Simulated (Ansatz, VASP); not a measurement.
# Pt in VASP and in Ansatz

```
CELL_PARAMETERS angstrom
-1.62151 1.62151 1.62151
1.62151 -1.62151 1.62151
1.62151 1.62151 -1.62151
ATOMIC_POSITIONS crystal
Pt 0.00000 0.00000 0.00000
```

Alike in both runs: task single point; functional PBEsol; k mesh 16 × 16 × 16; occupations fermi-dirac, width 0.1 eV; no spin polarisation.

|  | VASP | Ansatz |
| --- | --- | --- |
| version | VASP 6.6.1 | Ansatz 0.2.0 |
| potentials or method | VASP PAW PBE potentials, release 64 (Pt), cutoff 520 eV | plane waves (420 eV) with PAW, scalar-relativistic |
| valence electrons in the cell | 10 | 18 |

```csv
,VASP,Ansatz,Ansatz less VASP
pressure (GPa),-23.2,-22.9,+0.30
```

VASP's potentials were made for PBE, not for PBEsol, and Ansatz warns of the same on its side. VASP's potentials hold 10 valence electrons a cell and Ansatz's 18, so a difference there can come from the potentials and not from the codes.

Spin-orbit coupling is off throughout.
